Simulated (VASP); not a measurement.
# PbS in VASP: a series of runs

The runs below take PbS through single point, with PBE, HSE06, PBE-based screened hybrid with 100 % exact exchange.

Everything below comes from runs of VASP 6.6.1. Logs are shortened: lines on timing, memory, paths and dates and some standing lists are left out, and cuts for length are marked.

## (1) The cell of the first run

The typed cell holds 4 atoms: a = 5.956 Å, b = 4.198 Å, c = 4.198 Å, α = 90.00°, β = 90.00°, γ = 90.00°.

## (2) Single point, PBE

INCAR

```
SYSTEM = PbS
PREC = Accurate
ENCUT = 520
EDIFF = 1E-6
ISMEAR = 0
SIGMA = 0.01
LREAL = .FALSE.
LASPH = .TRUE.
NELM = 80
ALGO = Normal
ISIF = 2
LWAVE = .FALSE.
LCHARG = .FALSE.
GGA = PE
NBANDS = 28
```

KPOINTS

```
regular mesh
0
G
  4 4 4
  0 0 0
```

POSCAR

```
PbS
1.0
    5.9555923527      0.0000000000      0.0000000000
    0.0000000000      2.9685439711      2.9685439985
    0.0000000000     -2.9685439711      2.9685439985
Pb S
2 2
Direct
    0.7498944807      0.2605185143      0.7605185143
    0.2501055193      0.7605185143      0.2605185143
    0.7496621079      0.7604814857      0.2604814857
    0.2503378921      0.2604814857      0.7604814857
```

Potentials or basis: VASP PAW PBE potentials, release 64 (Pb_d, S).

Started as:

```sh
> cat potpaw_PBE.64/Pb_d/POTCAR potpaw_PBE.64/S/POTCAR > POTCAR
> mpirun -np 1 vasp_std > vasp.out
```

OUTCAR:

```text
SYSTEM = PbS
   PREC = Accurate
   ENCUT = 520
   EDIFF = 1E-6
   ISMEAR = 0
   LREAL = .FALSE.
   LASPH = .TRUE.
   NELM = 80
   ISIF = 2
   GGA = PE

 ion  position               nearest neighbor table
   1  0.750  0.261  0.761-   3 2.97   3 2.97   3 2.97   3 2.97   4 2.98   4 2.98
   2  0.250  0.761  0.261-   4 2.97   4 2.97   4 2.97   4 2.97   3 2.98   3 2.98
   3  0.750  0.760  0.260-   1 2.97   1 2.97   1 2.97   1 2.97   2 2.98   2 2.98
   4  0.250  0.260  0.760-   2 2.97   2 2.97   2 2.97   2 2.97   1 2.98   1 2.98

  LATTYP: Found a simple tetragonal cell.
 ALAT       =     4.1981551638
 C/A-ratio  =     1.4186213040

  Lattice vectors:

 A1 = (   0.0000000000,   2.9685439711,   2.9685439985)
 A2 = (   0.0000000000,  -2.9685439711,   2.9685439985)
 A3 = (   5.9555923527,   0.0000000000,   0.0000000000)

Analysis of symmetry for initial positions (statically):
=====================================================================
 Subroutine PRICEL returns:
 Original cell was already a primitive cell.

 Routine SETGRP: Setting up the symmetry group for a
 simple tetragonal supercell.

 Subroutine GETGRP returns: Found  4 space group operations
 (whereof  2 operations were pure point group operations)
 out of a pool of 16 trial point group operations.

The static configuration has the point symmetry C_2 .
 The point group associated with its full space group is C_2v.

Analysis of symmetry for dynamics (positions and initial velocities):
=====================================================================
 Subroutine PRICEL returns:
 Original cell was already a primitive cell.

 Routine SETGRP: Setting up the symmetry group for a
 simple tetragonal supercell.

 Subroutine GETGRP returns: Found  4 space group operations
 (whereof  2 operations were pure point group operations)
 out of a pool of 16 trial point group operations.

The dynamic configuration has the point symmetry C_2 .
 The point group associated with its full space group is C_2v.

 Subroutine INISYM returns: Found  4 space group operations
 (whereof  2 operations are pure point group operations),
 and found     1 'primitive' translations

----------------------------------------------------------------------------------------

                                     Primitive cell

  volume of cell :     104.9644

  direct lattice vectors                    reciprocal lattice vectors
     5.955592353  0.000000000  0.000000000     0.167909410  0.000000000  0.000000000
     0.000000000  2.968543971  2.968543998     0.000000000  0.168432742  0.168432740
     0.000000000 -2.968543971  2.968543998     0.000000000 -0.168432742  0.168432740

  length of vectors
     5.955592353  4.198155164  4.198155164     0.167909410  0.238199867  0.238199867

  position of ions in fractional coordinates (direct lattice)
     0.749894481  0.260518514  0.760518514
     0.250105519  0.760518514  0.260518514
     0.749662108  0.760481486  0.260481486
     0.250337892  0.260481486  0.760481486

  ion indices of the primitive-cell ions
   primitive index   ion index
                 1           1
                 2           2
                 3           3
                 4           4

----------------------------------------------------------------------------------------

 KPOINTS: regular mesh

Automatic generation of k-mesh.
 Grid dimensions read from file:
 generate k-points for:    4    4    4

 Generating k-lattice:

  Cartesian coordinates                     Fractional coordinates (reciprocal lattice)
     0.041977353  0.000000000  0.000000000     0.250000000  0.000000000  0.000000000
     0.000000000  0.042108185  0.042108185     0.000000000  0.250000000  0.000000000
     0.000000000 -0.042108185  0.042108185     0.000000000  0.000000000  0.250000000

  Length of vectors
     0.041977353  0.059549967  0.059549967

  Shift w.r.t. Gamma in fractional coordinates (k-lattice)
     0.000000000  0.000000000  0.000000000

 Subroutine IBZKPT returns following result:
 ===========================================

 Found     21 irreducible k-points:

 Following reciprocal coordinates:
            Coordinates               Weight
  0.000000  0.000000  0.000000      1.000000
  0.250000  0.000000  0.000000      2.000000
  0.500000  0.000000  0.000000      1.000000
  0.000000  0.250000  0.000000      4.000000
  0.250000  0.250000  0.000000      8.000000
  0.500000  0.250000  0.000000      4.000000
[... 13 lines left out ...]
  0.250000  0.500000  0.500000      2.000000
  0.500000  0.500000  0.500000      1.000000
   k-points           NKPTS =     21   k-points in BZ     NKDIM =     21   number of bands    NBANDS=     28
   number of dos      NEDOS =    301   number of ions     NIONS =      4
   total plane-waves  NPLWV =  49152
   dimension x,y,z NGX =    48 NGY =   32 NGZ =   32
   dimension x,y,z NGXF=    96 NGYF=   64 NGZF=   64
   ions per type =               2   2
   NGX,Y,Z   is equivalent  to a cutoff of  13.40, 12.67, 12.67 a.u.
   NGXF,Y,Z  is equivalent  to a cutoff of  26.80, 25.34, 25.34 a.u.
 SYSTEM =  PbS
   PREC   = accura    normal or accurate (medium, high low for compatibility)
   ISTART =      0    job   : 0-new  1-cont  2-samecut
   ICHARG =      2    charge: 1-file 2-atom 10-const
   ISPIN  =      1    spin polarized calculation?
   LNONCOLLINEAR =      F non collinear calculations
   LSORBIT =      F    spin-orbit coupling
   LASPH  =      T    aspherical Exc in radial PAW
   ENCUT  =  520.0 eV  38.22 Ry    6.18 a.u.  11.07  7.81  7.81*2*pi/ulx,y,z
   NELM   =     80;   NELMIN=  2; NELMDL= -5     # of ELM steps
   EDIFF  = 0.1E-05   stopping-criterion for ELM
   LREAL  =      F    real-space projection
   EDIFFG = 0.1E-04   stopping-criterion for IOM
   NSW    =      0    number of steps for IOM
   IBRION =     -1    ionic relax: 0-MD 1-quasi-New 2-CG
   NFREE  =      0    steps in history (QN), initial steepest desc. (CG)
   ISIF   =      2    stress and relaxation
   ISYM   =      2    0-nonsym 1-usesym 2-fastsym
   POTIM  = 0.5000    time-step for ionic-motion
   TEBEG  =    0.0;   TEEND  =   0.0 temperature during run
   PSTRESS=    0.0 pullay stress
   NELECT =      40.0000    total number of electrons
   NUPDOWN=      -1.0000    fix difference up-down
   EMIN   =  10.00;   EMAX   =-10.00  energy-range for DOS
   EFERMI =   0.00;   METHOD = LEGACY
   ISMEAR =     0;   SIGMA  =   0.01  broadening in eV -4-tet -1-fermi 0-gaus
   EFERMI_NEDOS =   21; number of points for ismear=-14 and -15
   IALGO  =     38    algorithm
   IMIX   =      4    mixing-type and parameters
     AMIX     =   0.40;   BMIX     =  1.00
     AMIX_MAG =   1.60;   BMIX_MAG =  1.00
  volume/ion in A,a.u.               =      26.24       177.08
  Fermi-wavevector in a.u.,A,eV,Ry     =   1.186900  2.242916 19.166962  1.408732
  Thomas-Fermi vector in A             =   2.323063
   LORBIT       =      0    0 simple, 1 ext, 2 COOP (PROOUT), +10 PAW based schemes
   GGA     = PE    functional components
   LHFCALC =     F    Hartree Fock is set to
   AEXX    =    0.0000 exact exchange contribution
   IVDW    =     0    specifies the selected vdW correction
   LEPSILON=     F    determine dielectric tensor
   LRPA    =     F    only Hartree local field effects (RPA)
 non-spin polarized calculation
 Gauss-broadening in eV      SIGMA  =   0.01
  energy-cutoff  :      520.00
  volume of cell :      104.96
 maximum number of plane-waves:      2848
 NGX is ok and might be reduce to    48
   NGX = 23   NGY = 15   NGZ = 15

 number of electron      40.0000001 magnetization

 Free energy of the ion-electron system (eV)
  ---------------------------------------------------
  ext. energy  EPLUGINS =         0.00000000
  ---------------------------------------------------
  free energy    TOTEN  =       -17.48623408 eV

  energy without entropy =      -17.48623408  energy(sigma->0) =      -17.48623408

 E-fermi :   5.8460     XC(G=0):  -9.6542

 val. band max:        5.7405971210   @ k =   0.5000   0.5000   0.0000
 cond. band min:       6.1245203483   @ k =   0.5000   0.5000   0.0000
 fundamental gap:      0.3839232273
 Fermi energy:         5.8460316749

 k-point     1 :       0.0000    0.0000    0.0000
  band No.  band energies     occupation
      1     -11.2024      2.00000
      2     -11.0928      2.00000
      3     -11.0695      2.00000
      4     -11.0695      2.00000
      5     -11.0682      2.00000
      6     -11.0537      2.00000
[... 20 lines left out ...]
     27      11.4197      0.00000
     28      12.4794      0.00000

 k-point     2 :       0.2500    0.0000    0.0000
  band No.  band energies     occupation
      1     -11.1725      2.00000
      2     -11.0892      2.00000
      3     -11.0719      2.00000
      4     -11.0659      2.00000
      5     -11.0612      2.00000
      6     -11.0612      2.00000
[... 20 lines left out ...]
     27      11.1314      0.00000
     28      11.5654      0.00000

 k-point     3 :       0.5000    0.0000    0.0000
  band No.  band energies     occupation
      1     -11.1108      2.00000
      2     -11.1100      2.00000
      3     -11.0806      2.00000
      4     -11.0805      2.00000
      5     -11.0407      2.00000
      6     -11.0407      2.00000
[... 20 lines left out ...]
     27      10.6820      0.00000
     28      10.6820      0.00000

 k-point     4 :       0.0000    0.2500    0.0000
  band No.  band energies     occupation
      1     -11.1634      2.00000
      2     -11.0708      2.00000
      3     -11.0686      2.00000
      4     -11.0670      2.00000
      5     -11.0620      2.00000
      6     -11.0601      2.00000
[... 485 lines left out ...]
     27      11.4348      0.00000
     28      11.4348      0.00000

 k-point    20 :       0.2500    0.5000    0.5000
  band No.  band energies     occupation
      1     -11.1828      2.00000
      2     -11.1828      2.00000
      3     -11.0827      2.00000
      4     -11.0827      2.00000
      5     -11.0378      2.00000
      6     -11.0378      2.00000
[... 20 lines left out ...]
     27      12.1167      0.00000
     28      12.1167      0.00000

 k-point    21 :       0.5000    0.5000    0.5000
  band No.  band energies     occupation
      1     -11.1597      2.00000
      2     -11.1597      2.00000
      3     -11.0538      2.00000
      4     -11.0538      2.00000
      5     -11.0535      2.00000
      6     -11.0535      2.00000
[... 20 lines left out ...]
     27      13.8836      0.00000
     28      13.8951      0.00000

------------------------ aborting loop because EDIFF is reached ----------------------------------------

  FORCE on cell =-STRESS in cart. coord.  units (eV):
  Direction    XX          YY          ZZ          XY          YZ          ZX
  --------------------------------------------------------------------------------------
  -------------------------------------------------------------------------------------
  Total        1.0532898      1.3690469      1.3692702      0.0000000      0.0000000      0.0000000
  in kB       16.0774257     20.8971455     20.9005543      0.0000000      0.0000000      0.0000000
  external PRESSURE =      19.2917085 kB  Pullay stress =       0.0000000 kB

 VOLUME and BASIS-vectors are now :
 -----------------------------------------------------------------------------
  energy-cutoff  :      520.00
  volume of cell :      104.96
      direct lattice vectors                 reciprocal lattice vectors
     5.955592353  0.000000000  0.000000000     0.167909410  0.000000000  0.000000000
     0.000000000  2.968543971  2.968543998     0.000000000  0.168432742  0.168432740
     0.000000000 -2.968543971  2.968543998     0.000000000 -0.168432742  0.168432740

 POSITION                                       TOTAL-FORCE (eV/Angst)
 -----------------------------------------------------------------------------------
      4.46607     -1.48427      3.03099         0.000315      0.000000     -0.000116
      1.48953      1.48427      3.03099        -0.000315      0.000000     -0.000116
      4.46468      1.48427      3.03077        -0.000951      0.000000      0.000116
      1.49091     -1.48427      3.03077         0.000951      0.000000      0.000116
 -----------------------------------------------------------------------------------
    total drift:                                0.000000      0.000001     -0.000072

  FREE ENERGIE OF THE ION-ELECTRON SYSTEM (eV)
  ---------------------------------------------------
  free  energy   TOTEN  =       -17.4862340844 eV

  energy  without entropy=      -17.4862340844  energy(sigma->0) =      -17.48623408
```

Run time: 57 s. Hardware: 1 thread of Intel Xeon 8259CL, shared host; peak memory 0.23 GiB.

What came out:

```
Free energy            : -17.4862 eV
Pressure               : 1.9 GPa
Band gap on the k mesh : 0.38 eV
```

Stress tensor (GPa, compression positive):
```
1.61 0.00 0.00
0.00 2.09 0.00
0.00 0.00 2.09
```

Levels at points of the mesh, in eV from the valence-band top:
```tsv
k point	band 16	band 17	band 18	band 19	band 20	band 21	band 22	band 23	band 24	band 25
(0.00, 0.00, 0.00)	-3.39	-3.39	-2.15	-2.15	-2.12	3.90	5.15	5.22	5.22	5.54
(0.50, 0.00, 0.00)	-2.80	-2.79	-2.79	-1.73	-1.72	2.42	2.45	4.77	4.78	4.93
(0.00, 0.50, 0.00)	-3.65	-1.86	-1.86	-0.77	-0.77	1.44	1.44	2.45	2.45	4.23
(0.50, 0.50, 0.00)	-1.75	-1.75	-1.75	0.00	0.00	0.38	0.38	1.97	1.97	1.99
(0.00, 0.50, 0.50)	-5.14	-3.42	-3.42	-3.38	-3.38	3.89	3.89	5.57	5.57	5.63
(0.50, 0.50, 0.50)	-4.39	-4.38	-4.38	-1.02	-1.02	2.19	2.19	4.68	4.68	4.69
```

Caveat: spin-orbit coupling is left out, which moves the levels of the heavy elements.

(Part 1 of 2 ends here.)
